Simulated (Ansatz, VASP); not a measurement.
## One calculation of Ba, two programs

```
Ba
1.0
     0.00000    3.09208    3.09208
     3.09208    0.00000    3.09208
     3.09208    3.09208    0.00000
Ba
1
Direct
  0.00000 0.00000 0.00000
```

Change from the starting cell: volume scaled by 0.92, PAW files.

Alike in both runs: task single point; functional PBE; k mesh 10 × 10 × 10; occupations fermi-dirac, width 0.1 eV; no spin polarisation.

|  | VASP | Ansatz |
| --- | --- | --- |
| version | VASP 6.6.1 | Ansatz 0.2.0 |
| potentials or method | VASP PAW PBE potentials, release 64 (Ba_sv) | PAW with Ansatz's default frozen-core files, scalar-relativistic |
| plane-wave cutoff (eV) | 520 | 420 |
| valence electrons in the cell | 10 | 10 |

```csv
,VASP,Ansatz,Ansatz less VASP
pressure (GPa),0.8,0.7,-0.08
```

The functional is the same, so the differences come from potentials, cutoffs and numerics.

Neither program's run includes spin-orbit coupling.
